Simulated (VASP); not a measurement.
Here is a VASP 6.6.1 calculation.

The input POSCAR:

```
SiC
1.0
    0.0697494702      2.1606797213      2.1606797213
    2.1606797213      0.0697494702      2.1606797213
    2.1606797213      2.1606797213      0.0697494702
Si C
1 1
Direct
    0.0017486237      0.0017486237      0.0017486237
    0.2482513763      0.2482513763      0.2482513763
```

Contents of INCAR.step1:

```
ALGO     = Normal         # electronic algorithm
EDIFF    = 1E-5           # SCF threshold, eV
ENCUT    = 520            # plane-wave cutoff, eV
GGA      = PE             # functional
ISIF     = 2              # what is computed and relaxed
ISMEAR   = 0              # smearing method
LASPH    = T              # aspherical terms in the spheres
LCHARG   = F              # write CHGCAR
LREAL    = F              # projectors in reciprocal space
LWAVE    = T              # write WAVECAR
NBANDS   = 11             # bands
NELM     = 80             # most SCF steps
PREC     = Accurate       # precision mode
SIGMA    = 0.01           # smearing width, eV
```

INCAR.step2

```
ALGO     = Normal         # electronic algorithm
EDIFF    = 1E-6           # SCF threshold, eV
ENCUT    = 520            # plane-wave cutoff, eV
GGA      = PE             # functional
HFSCREEN = 0.2079         # screening, 1/A
ISIF     = 2              # what is computed and relaxed
ISMEAR   = 0              # smearing method
ISTART   = 1            
LASPH    = T              # aspherical terms in the spheres
LCHARG   = F              # write CHGCAR
LHFCALC  = T              # exact exchange
LREAL    = F              # projectors in reciprocal space
LWAVE    = F              # write WAVECAR
NBANDS   = 11             # bands
NELM     = 80             # most SCF steps
PREC     = Accurate       # precision mode
PRECFOCK = Normal       
SIGMA    = 0.01           # smearing width, eV
```

Contents of KPOINTS:

```
k-points
0
Gamma
  8 8 8
```

Potentials or basis: VASP PAW PBE potentials, release 64 (Si, C).

Command:

```sh
$ cat potpaw_PBE.64/Si/POTCAR potpaw_PBE.64/C/POTCAR > POTCAR
$ cp INCAR.step1 INCAR
$ mpirun -np 1 vasp_std > vasp.out
$ cp INCAR.step2 INCAR
$ mpirun -np 1 vasp_std > vasp.out
```

(1) Predict the pressure.

(2) Estimate the largest force.

(3) Predict the band gap on the k mesh.

## Answers

(1) 17.9 GPa.

(2) 0.015 eV/Å.

(3) 1.91 eV (least direct gap 5.43 eV).

Caveat: the cell differs from its parent crystal (epitaxial 111 strain -4.0%); the cell stands under pressure; the PAW data sets were made with another functional, which shifts forces and pressure a little.
